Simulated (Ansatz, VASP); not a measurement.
One calculation of SnTe, two programs

```
Te Sn
1.0
     0.00000    3.61115    3.61115
     3.61115    0.00000    3.61115
     3.61115    3.61115    0.00000
Te Sn
1 1
Direct
  0.25000 0.25000 0.25000
  0.00000 0.00000 0.00000
```

Alike in both runs: task relaxation of cell and atoms; functional RPBE; k mesh 7 × 7 × 7; occupations fermi-dirac, width 0.05 eV; no spin polarisation.

|  | VASP | Ansatz |
| --- | --- | --- |
| version | VASP 6.6.1 | Ansatz 0.2.0 |
| potentials or method | VASP PAW PBE potentials, release 64 (Te, Sn_d) | Ansatz PAW |
| plane-wave cutoff (eV) | 600 | 420 |
| valence electrons in the cell | 20 | 30 |

VASP gave:

| Quantity | Value |
| --- | --- |
| gap on the k mesh at the Fermi level, each at its own relaxed structure (eV) | 0.50 |
| relaxed volume (Å³/atom) | 48.97 |
| relaxed cell length with the largest relative difference (Å) | 5.174 |

What did Ansatz give for the same quantities?

gap on the k mesh at the Fermi level, each at its own relaxed structure (eV): 0.50; relaxed volume (Å³/atom): 48.88; relaxed cell length with the largest relative difference (Å): 5.171.

VASP's potentials were made for PBE, not for RPBE. VASP's potentials hold 20 valence electrons a cell and Ansatz's 30, so a difference there can come from the potentials and not from the codes.

Spin-orbit coupling is off throughout. Noted on Ansatz's run: odd divisions of the mesh miss points on the zone boundary, where band edges often lie, so the gap on the mesh can be too wide; the plane-wave basis is chosen anew once the cell has moved, so the energies of steps on either side of that aren't comparable.
